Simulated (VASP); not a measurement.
# C17O in VASP: further runs

Runs on C17O. Level: PBE+D3(BJ). Tasks: single point.

Program: VASP 6.6.1. These are calculated values, not measurements. Logs are shortened: lines on timing, memory, paths and dates and some standing lists are left out, and cuts for length are marked.

### 1 The cell of the first run

The cell holds a slab with vacuum, 18 atoms: a = 4.930 Å, b = 4.413 Å, c = 23.665 Å, α = 90.00°, β = 90.00°, γ = 90.11°.

### 2 Single point, PBE+D3(BJ)

The input, INCAR:

```
PREC     = Accurate       # precision mode
ENCUT    = 520            # plane-wave cutoff, eV
EDIFF    = 1E-6           # SCF threshold, eV
ISMEAR   = 0              # smearing method
SIGMA    = 0.05           # smearing width, eV
LREAL    = Auto         
LASPH    = T              # aspherical terms in the spheres
NELM     = 80             # most SCF steps
ALGO     = Normal         # electronic algorithm
ISIF     = 2              # what is computed and relaxed
LWAVE    = F              # write WAVECAR
LCHARG   = F              # write CHGCAR
LDIPOL   = T            
IDIPOL   = 3            
DIPOL    = 0.5 0.5 0.313
GGA      = PE             # functional
IVDW     = 12             # dispersion correction
NBANDS   = 52             # bands
```

The input, KPOINTS:

```
regular mesh
0
Gamma
  6 6 1
```

The input, POSCAR:

```
C17O
1.0
    4.9298867130      0.0000000000      0.0000000000
   -0.0081547558      4.4132984516      0.0000000000
    0.0000000000      0.0000000000     23.6650337471
C O
17 1
Direct
    0.3745684085      0.7405378974      0.1690257467
    0.8745684085      0.7405378974      0.1690257467
    0.1243974091      0.6365956441      0.1920114160
    0.6243974091      0.6365956441      0.1920114160
    0.1240513173      0.4291046681      0.2380452569
    0.6240513173      0.4291046681      0.2380452569
    0.3738803179      0.3251624149      0.2610309261
    0.8738803179      0.3251624149      0.2610309261
    0.3735338584      0.1126520408      0.3070664644
    0.8735338584      0.1126520408      0.3070664644
    0.1233638388      0.0072945126      0.3289983678
    0.6233638388      0.0072945126      0.3289983678
    0.1229920122      0.7810454900      0.3748118563
    0.6229920122      0.7810454900      0.3748118563
    0.3728273188      0.6826774530      0.3936201337
    0.8728273188      0.6826774530      0.3936201337
    0.3728273188      1.4326774530      0.5774356332
    0.3728273188      1.4326774530      0.5288407310
```

Potentials or basis: VASP PAW PBE potentials, release 64 (C, O).

On the command line:

```console
$ cat potpaw_PBE.64/C/POTCAR potpaw_PBE.64/O/POTCAR > POTCAR
$ mpirun -np 1 vasp_std > vasp.out
```

OUTCAR:

```text
PREC = Accurate
   ENCUT = 520
   EDIFF = 1E-6
   ISMEAR = 0
   LREAL = Auto
   LASPH = T
   NELM = 80
   ISIF = 2
   GGA = PE
   IVDW = 12
 IVDW          = 12

 ion  position               nearest neighbor table
   1  0.375  0.741  0.169-   3 1.42   4 1.42
   2  0.875  0.741  0.169-   4 1.42   3 1.42
   3  0.124  0.637  0.192-   1 1.42   5 1.42   2 1.42
   4  0.624  0.637  0.192-   2 1.42   6 1.42   1 1.42
   5  0.124  0.429  0.238-   8 1.42   7 1.42   3 1.42
   6  0.624  0.429  0.238-   7 1.42   8 1.42   4 1.42
   7  0.374  0.325  0.261-   6 1.42   5 1.42   9 1.44
   8  0.874  0.325  0.261-   5 1.42   6 1.42  10 1.44
   9  0.374  0.113  0.307-  11 1.42  12 1.42   7 1.44
  10  0.874  0.113  0.307-  12 1.42  11 1.42   8 1.44
  11  0.123  0.007  0.329-   9 1.42  10 1.42  13 1.47
  12  0.623  0.007  0.329-  10 1.42   9 1.42  14 1.47
  13  0.123  0.781  0.375-  15 1.38  16 1.38  11 1.47
  14  0.623  0.781  0.375-  16 1.38  15 1.38  12 1.47
  15  0.373  0.683  0.394-  13 1.38  14 1.38
  16  0.873  0.683  0.394-  14 1.38  13 1.38
  17  0.373  0.433  0.577-  18 1.15
  18  0.373  0.433  0.529-  17 1.15

  Warning from LATTYP: Monoclinic adjustment (A1->A3, A2->A1, A3->A2)!
  LATTYP: Found a simple monoclinic cell.
 ALAT       =     4.4133059856
 B/A-ratio  =     5.3622009949
 C/A-ratio  =     1.1170507391
 COS(beta)  =    -0.0018477658

  Lattice vectors:

 A1 = (  -0.0081547558,   4.4132984516,   0.0000000000)
 A2 = (   0.0000000000,   0.0000000000,  23.6650337471)
 A3 = (   4.9298867130,   0.0000000000,   0.0000000000)

Analysis of symmetry for initial positions (statically):
=====================================================================
 Subroutine PRICEL returns:
 Original cell was already a primitive cell.

 Routine SETGRP: Setting up the symmetry group for a
 simple monoclinic supercell.

 Subroutine GETGRP returns: Found  1 space group operations
 (whereof  1 operations were pure point group operations)
 out of a pool of  4 trial point group operations.

The static configuration has the point symmetry C_1 .

Analysis of symmetry for dynamics (positions and initial velocities):
=====================================================================
 Subroutine PRICEL returns:
 Original cell was already a primitive cell.

 Routine SETGRP: Setting up the symmetry group for a
 simple monoclinic supercell.

 Subroutine GETGRP returns: Found  1 space group operations
 (whereof  1 operations were pure point group operations)
 out of a pool of  4 trial point group operations.

[... 140 lines left out ...]
   EMIN   =  10.00;   EMAX   =-10.00  energy-range for DOS
   EFERMI =   0.00;   METHOD = LEGACY
   ISMEAR =     0;   SIGMA  =   0.05  broadening in eV -4-tet -1-fermi 0-gaus
   EFERMI_NEDOS =   21; number of points for ismear=-14 and -15
   IALGO  =     38    algorithm
   IMIX   =      4    mixing-type and parameters
     AMIX     =   0.40;   BMIX     =  1.00
     AMIX_MAG =   1.60;   BMIX_MAG =  1.00
  volume/ion in A,a.u.               =      28.60       193.03
  Fermi-wavevector in a.u.,A,eV,Ry     =   0.857531  1.620498 10.005162  0.735359
  Thomas-Fermi vector in A             =   1.974598
   LORBIT       =      0    0 simple, 1 ext, 2 COOP (PROOUT), +10 PAW based schemes
   GGA     = PE    functional components
   LHFCALC =     F    Hartree Fock is set to
   AEXX    =    0.0000 exact exchange contribution
   IVDW    =    12    specifies the selected vdW correction
   LEPSILON=     F    determine dielectric tensor
   LRPA    =     F    only Hartree local field effects (RPA)
 non-spin polarized calculation
 Gauss-broadening in eV      SIGMA  =   0.05
  energy-cutoff  :      520.00
  volume of cell :      514.88
 maximum number of plane-waves:     13916
 NGX is ok and might be reduce to    40
   NGX = 19   NGY = 17   NGZ = 89

 dipolmoment           0.000000      0.000000      0.356208 electrons x Angstroem

 number of electron      74.0000002 magnetization

 dipolmoment           0.000000      0.000000     -0.044832 electrons x Angstroem

 Free energy of the ion-electron system (eV)
  ---------------------------------------------------
  ext. energy  EPLUGINS =         0.00000000
  ---------------------------------------------------
  free energy    TOTEN  =      -149.17469053 eV

  energy without entropy =     -149.15170043  energy(sigma->0) =     -149.16319548

 E-fermi :  -2.9042     XC(G=0):  -4.2229

 val. band max:       -2.9056765307   @ k =   0.5000   0.1667   0.0000
 cond. band min:      -2.8900532768   @ k =  -0.1667   0.3333   0.0000
 fundamental gap:      0.0156232539
 Fermi energy:        -2.9041536277

 k-point     1 :       0.0000    0.0000    0.0000
  band No.  band energies     occupation
      1     -26.4564      2.00000
      2     -21.9517      2.00000
      3     -20.8198      2.00000
      4     -19.1792      2.00000
      5     -17.6978      2.00000
      6     -17.6660      2.00000
[... 1029 lines left out ...]
     48       4.2302      0.00000
     49       4.8144      0.00000
 [bands above 49 left out]

------------------------ aborting loop because EDIFF is reached ----------------------------------------

 vacuum level on the upper side and lower side of the slab       (xc-potential included)        -0.189         0.176

 Edisp (eV)   -1.93959

 E8    (eV) :    -0.5697

  FORCE on cell =-STRESS in cart. coord.  units (eV):
  Direction    XX          YY          ZZ          XY          YZ          ZX
  --------------------------------------------------------------------------------------
  -------------------------------------------------------------------------------------
  Total       2.56180    -0.10635    -1.10554    -0.00162    -0.27030     0.01308
  in kB       7.97167    -0.33093    -3.44016    -0.00504    -0.84112     0.04071
  external pressure =        1.40 kB  Pullay stress =        0.00 kB

 VOLUME and BASIS-vectors are now :
 -----------------------------------------------------------------------------
  energy-cutoff  :      520.00
  volume of cell :      514.88
      direct lattice vectors                 reciprocal lattice vectors
     4.929886713  0.000000000  0.000000000     0.202844418  0.000374810  0.000000000
    -0.008154756  4.413298452  0.000000000     0.000000000  0.226587894  0.000000000
     0.000000000  0.000000000 23.665033747     0.000000000  0.000000000  0.042256437

 POSITION                                       TOTAL-FORCE (eV/Angst)
 -----------------------------------------------------------------------------------
      1.84054      3.26821      4.00000         0.000019     -1.163124      1.521058
      4.30548      3.26821      4.00000         0.000031     -1.160877      1.521052
      0.60807      2.80949      4.54396        -0.004418      1.859394     -2.298624
      3.07302      2.80949      4.54396        -0.002455      1.859408     -2.298635
      0.60806      1.89377      5.63335         0.003420     -0.845262      0.993901
      3.07300      1.89377      5.63335         0.003207     -0.845268      0.993901
[... 10 lines left out ...]
      1.83447      1.90953     13.66503         0.003796      0.006651     -0.738069
      1.83447      1.90953     12.51503         0.000208     -0.012038      0.707985
 -----------------------------------------------------------------------------------
    total drift:                               -0.000558     -0.002033      0.006879

  FREE ENERGIE OF THE ION-ELECTRON SYSTEM (eV)
  ---------------------------------------------------
  free  energy   TOTEN  =      -151.1142762980 eV

  energy  without entropy=     -151.0912861960  energy(sigma->0) =     -151.10278125

 vacuum level on the upper side and lower side of the slab         3.056         3.429
```

stdout:

```text
POSCAR found type information on POSCAR C O
 POSCAR found :  2 types and      18 ions
 scaLAPACK will be used
 LDA part: xc-table for (Slater+PW92), standard interpolation
 POSCAR, INCAR and KPOINTS ok, starting setup
 FFT: planning ... GRIDC
 FFT: planning ... GRID_SOFT
 FFT: planning ... GRID
 WAVECAR not read
 entering main loop
```

Run time: 18 min. Hardware: 1 thread of Intel Xeon Platinum 8259CL at 2.50GHz (Skylake/Cascade Lake), shared host; peak memory 0.73 GiB.

Results:

```
Free energy                : -151.1143 eV
Largest force              : 2.957 eV/Å
Band gap on the k mesh     : zero (bands 37 and 38 overlap by 0.03 eV)
Dispersion energy per atom : -0.108 eV
```

Forces on the atoms (eV/Å):
```
C    0.000 -1.163  1.521
C    0.000 -1.161  1.521
C   -0.004  1.859 -2.299
C   -0.002  1.859 -2.299
C    0.003 -0.845  0.994
C    0.003 -0.845  0.994
C    0.000  0.161 -0.218
C    0.000  0.159 -0.218
C    0.002 -0.026  0.009
C    0.002 -0.032  0.012
C    0.013  0.040 -0.037
C   -0.010  0.040 -0.037
C   -0.011 -0.026  0.046
C   -0.008 -0.026  0.046
C    0.003  0.039 -0.058
C    0.003 -0.027  0.052
C    0.004  0.007 -0.738
O    0.000 -0.012  0.708
```

### 3 Single point, PBE+D3(BJ)

The input, INCAR:

```
PREC = Accurate ; ENCUT = 520
EDIFF = 1E-6 ; ISMEAR = 0
SIGMA = 0.05 ; LREAL = Auto
LASPH = T ; NELM = 60
ALGO = Normal ; ISIF = 2
LWAVE = F ; LCHARG = T
LDIPOL = T ; IDIPOL = 3
DIPOL = 0.5 0.5 0.313 ; GGA = PE
IVDW = 12 ; LELF = T
LVHAR = T ; LVACPOTAV = T
NBANDS = 52
```

The input, KPOINTS:

```
Automatic mesh
0
Gamma
  6 6 1
```

Changes to POSCAR since step 2:

```diff
@@ -24,3 +24,3 @@
     0.8728273188      0.6826774530      0.3936201337
-    0.3728273188      1.4326774530      0.5774356332
-    0.3728273188      1.4326774530      0.5288407310
+    0.6228273188      0.9326774530      0.5774356332
+    0.6228273188      0.9326774530      0.5288407310
```

Potentials or basis: VASP PAW PBE potentials, release 64 (C, O).

On the command line:

```console
$ cat potpaw_PBE.64/C/POTCAR potpaw_PBE.64/O/POTCAR > POTCAR
$ mpirun -np 1 vasp_std > vasp.out
```

It took 18 min on 1 thread of Intel Xeon Platinum 8259CL at 2.50GHz (Skylake/Cascade Lake), shared host; peak memory 0.72 GiB.

Results (log left out):

```yaml
Free_energy: -151.1221 eV
Largest_force: 2.959 eV/Å
Band_gap_on_the_k_mesh: zero (bands 37 and 38 overlap by 0.03 eV)
Dispersion_energy_per_atom: -0.108 eV
```

Forces in eV/Å, atoms in the order of the input:
```
C   -0.002 -1.162  1.520
C    0.002 -1.162  1.520
C   -0.003  1.858 -2.296
C   -0.003  1.862 -2.300
C    0.003 -0.844  0.994
C    0.003 -0.845  0.993
C    0.000  0.158 -0.217
C    0.000  0.158 -0.217
C   -0.004 -0.027  0.009
C    0.008 -0.027  0.009
C    0.002  0.042 -0.039
C    0.002  0.029 -0.028
C   -0.009 -0.005  0.021
C   -0.009 -0.040  0.056
C   -0.009  0.001  0.009
C    0.016  0.001  0.009
C    0.004 -0.001 -0.742
O    0.000  0.004  0.699
```

Levels at points of the mesh, in eV from the Fermi level:
```csv
k point,band 34,band 35,band 36,band 37,band 38,band 39,band 40,band 41
"(0.00, 0.00, 0.00)",-1.70,-0.55,-0.31,-0.09,0.28,0.57,1.06,1.81
"(0.50, 0.00, 0.00)",-1.83,-1.83,-0.17,-0.16,-0.01,-0.01,2.63,2.63
"(0.00, 0.50, 0.00)",-1.89,-0.53,-0.31,-0.03,0.37,0.44,1.00,2.56
"(0.50, 0.50, 0.00)",-0.99,-0.98,-0.10,-0.10,0.03,0.03,2.25,2.25
```

### 4 Single point, PBE+D3(BJ)

The input, INCAR:

```
PREC = Accurate ; ENCUT = 520
EDIFF = 1E-6 ; ISMEAR = 0
SIGMA = 0.05 ; LREAL = Auto
LASPH = True ; NELM = 60
ALGO = Normal ; ISIF = 2
LWAVE = False ; LCHARG = False
LDIPOL = True ; IDIPOL = 3
DIPOL = 0.5 0.5 0.313 ; GGA = PE
IVDW = 12 ; NBANDS = 52
```

The input, KPOINTS:

```
regular mesh
0
Gamma
  6 6 1
```

Changes to POSCAR since step 3:

```diff
@@ -24,3 +24,3 @@
     0.8728273188      0.6826774530      0.3936201337
-    0.6228273188      0.9326774530      0.5774356332
-    0.6228273188      0.9326774530      0.5288407310
+    0.6228273188      1.4326774530      0.5774356332
+    0.6228273188      1.4326774530      0.5288407310
```

On the command line:

```console
$ cat potpaw_PBE.64/C/POTCAR potpaw_PBE.64/O/POTCAR > POTCAR
$ mpirun -np 1 vasp_std > vasp.out
```

It took 20 min on 1 thread of Intel Xeon Platinum 8488C (Sapphire Rapids), shared host; peak memory 0.73 GiB.

The run converged. Its results:

```
Free energy                : -151.1202 eV
Largest force              : 2.961 eV/Å
Band gap on the k mesh     : zero (bands 37 and 38 overlap by 0.04 eV)
Dispersion energy per atom : -0.108 eV
```

Forces on the atoms (eV/Å):
```
C   -0.004 -1.162  1.521
C    0.004 -1.162  1.521
C   -0.003  1.856 -2.295
C   -0.003  1.863 -2.302
C    0.003 -0.844  0.994
C    0.003 -0.846  0.994
C    0.001  0.159 -0.218
C   -0.001  0.159 -0.218
C   -0.009 -0.029  0.011
C    0.013 -0.029  0.011
C    0.002  0.045 -0.044
C    0.002  0.032 -0.029
C   -0.009  0.012  0.002
C   -0.009 -0.067  0.092
C   -0.038  0.006  0.005
C    0.045  0.006  0.005
C    0.004  0.004 -0.741
O    0.000 -0.003  0.692
```

Levels at points of the mesh, in eV from the Fermi level:
| k point | band 35 | band 36 | band 37 | band 38 | band 39 | band 40 |
| --- | --- | --- | --- | --- | --- | --- |
| (0.00, 0.00, 0.00) | -0.56 | -0.31 | -0.09 | 0.28 | 0.56 | 1.06 |
| (0.50, 0.00, 0.00) | -1.84 | -0.17 | -0.16 | -0.01 | -0.01 | 2.63 |
| (0.00, 0.50, 0.00) | -0.54 | -0.31 | -0.02 | 0.37 | 0.43 | 1.00 |
| (0.50, 0.50, 0.00) | -0.99 | -0.11 | -0.10 | 0.02 | 0.03 | 2.24 |

### 5 Overview

| cell | gap on the mesh (eV) | largest force (eV/Å) |
| --- | --- | --- |
| as given, atomic positions A | none | 2.96 |
| as given, atomic positions B | none | 2.96 |
| as given, atomic positions C | none | 2.96 |

Alike in all rows: task single point; level PBE+D3(BJ); potentials or basis VASP PAW PBE potentials, release 64 (C, O); no spin polarisation; k mesh 6 × 6 × 1; cutoff (eV) 520; smearing gaussian 0.05 eV.

Absolute energies hang on the potentials; compare differences alone.
